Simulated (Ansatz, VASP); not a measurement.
**NaCl in VASP and in Ansatz**

The input POSCAR:

```
NaCl
1.0
    0.0000000000      2.8009522086      2.8009522086
    2.8009522086      0.0000000000      2.8009522086
    2.8009522086      2.8009522086      0.0000000000
Na Cl
1 1
Direct
    0.0000000000      0.0000000000      0.0000000000
    0.5000000000      0.5000000000      0.5000000000
```

Contents of INCAR.step1:

```
ALGO     = Normal         # electronic algorithm
EDIFF    = 1E-4           # SCF threshold, eV
ENCUT    = 520            # plane-wave cutoff, eV
GGA      = PE             # functional
ISMEAR   = 0              # smearing method
LASPH    = True           # aspherical terms in the spheres
LCHARG   = False          # write CHGCAR
LREAL    = False          # projectors in reciprocal space
LWAVE    = True           # write WAVECAR
NBANDS   = 14             # bands
NELM     = 100            # most SCF steps
PREC     = Accurate       # precision mode
SIGMA    = 0.02           # smearing width, eV
```

File INCAR.step2:

```
ALGO     = Normal         # electronic algorithm
EDIFF    = 1E-7           # SCF threshold, eV
ENCUT    = 520            # plane-wave cutoff, eV
ISIF     = 2              # what is computed and relaxed
ISMEAR   = 0              # smearing method
ISTART   = 1            
LASPH    = True           # aspherical terms in the spheres
LCHARG   = False          # write CHGCAR
LMIXTAU  = True         
LREAL    = False          # projectors in reciprocal space
LWAVE    = False          # write WAVECAR
METAGGA  = R2SCAN         # meta-GGA
NBANDS   = 14             # bands
NELM     = 100            # most SCF steps
PREC     = Accurate       # precision mode
SIGMA    = 0.02           # smearing width, eV
```

The input KPOINTS:

```
k-points
0
Gamma
  8 8 8
```

Input for Ansatz:

```yaml
crystal:
  lattice:
    - [0.0, 2.8009522086, 2.8009522086]
    - [2.8009522086, 0.0, 2.8009522086]
    - [2.8009522086, 2.8009522086, 0.0]
  atoms:
    - { symbol: Na, position: [0.0, 0.0, 0.0] }
    - { symbol: Cl, position: [0.5, 0.5, 0.5] }
basis:
  ecutwfc: 500
kpoints:
  mp_grid: { grid: [8, 8, 8] }
  band_path:
    path:
      - [0.0, 0.0, 0.0]
      - [0.5, 0.0, 0.5]
      - [0.625, 0.25, 0.625]
      - [0.375, 0.375, 0.75]
      - [0.5, 0.5, 0.5]
      - [0.5, 0.25, 0.75]
    npoints: 1
hamiltonian:
  xc: r2scan
scf:
  occupations: { method: gaussian, width: 0.02 }
  n_extra_bands: 4
output:
  forces: true
  stress: true
  eigenvalues: true
```

Alike in both runs: task single point; functional r2SCAN; k mesh 8 × 8 × 8; occupations gaussian, width 0.02 eV; no spin polarisation.

|  | VASP | Ansatz |
| --- | --- | --- |
| version | VASP 6.6.1 | Ansatz 0.2.0 |
| potentials or method | VASP PAW PBE potentials, release 64 (Na_pv, Cl), cutoff 520 eV | scalar-relativistic, plane waves, PAW |
| valence electrons in the cell | 14 | 16 |

```csv
,VASP,Ansatz,Ansatz less VASP
gap on the k mesh at the Fermi level (eV),6.01,5.98,-0.023
least direct gap on the mesh (eV),6.01,5.98,-0.023
pressure (GPa),-0.1,0.1,+0.19
```

VASP's potentials were made for PBE, not for r2SCAN. The functional is the same, so the differences come from potentials, cutoffs and numerics. VASP's potentials hold 14 valence electrons a cell and Ansatz's 16, so a difference there can come from the potentials and not from the codes.
